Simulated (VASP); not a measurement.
Runs of VASP 6.6.1 on AlIn2. The structure is that of space group P6/mmm (No. 191), or close to it. The cells are those of the table. 

```csv
task,cell,k mesh,cutoff (eV),gap on the mesh (eV),pressure (GPa),relaxed volume (Å³/atom)
single point,"a = 5.357, b = 5.357, c = 3.056 Å, angles 90.0, 90.0, 120.0°, 3 atoms",6 × 6 × 6,520,none,-0.1,-
relaxation of cell and atoms,"relaxed from a = 5.374, b = 5.374, c = 2.920 Å, angles 90.0, 90.0, 120.0°, 3 atoms",6 × 6 × 6,600,none,0.2,25.15
single point,"a = 5.374, b = 5.374, c = 2.920 Å, angles 90.0, 90.0, 120.0°, 3 atoms",6 × 6 × 4,520,none,0.2,-
relaxation of cell and atoms,"relaxed from a = 4.524, b = 4.524, c = 4.476 Å, angles 90.0, 90.0, 120.0°, 3 atoms",6 × 6 × 4,600,none,0.0,(a)
single point,"a = 4.524, b = 4.524, c = 4.476 Å, angles 90.0, 90.0, 120.0°, 3 atoms",6 × 6 × 4,520,none,19.8,-
```

Alike in all rows: level PBE; potentials or basis VASP PAW PBE potentials, release 64 (Al, In_d); no spin polarisation; smearing gaussian 0.1 eV.

Q: Fill in the values left out.

A: (a) 24.48.

Caveats: some runs use coarse meshes; spin-orbit coupling is left out, which moves the levels of the heavy elements.

A k mesh can miss the band edges, and the runs leave out spin-orbit coupling on In.

A gap of «none» marks levels without a gap at the run's occupations.
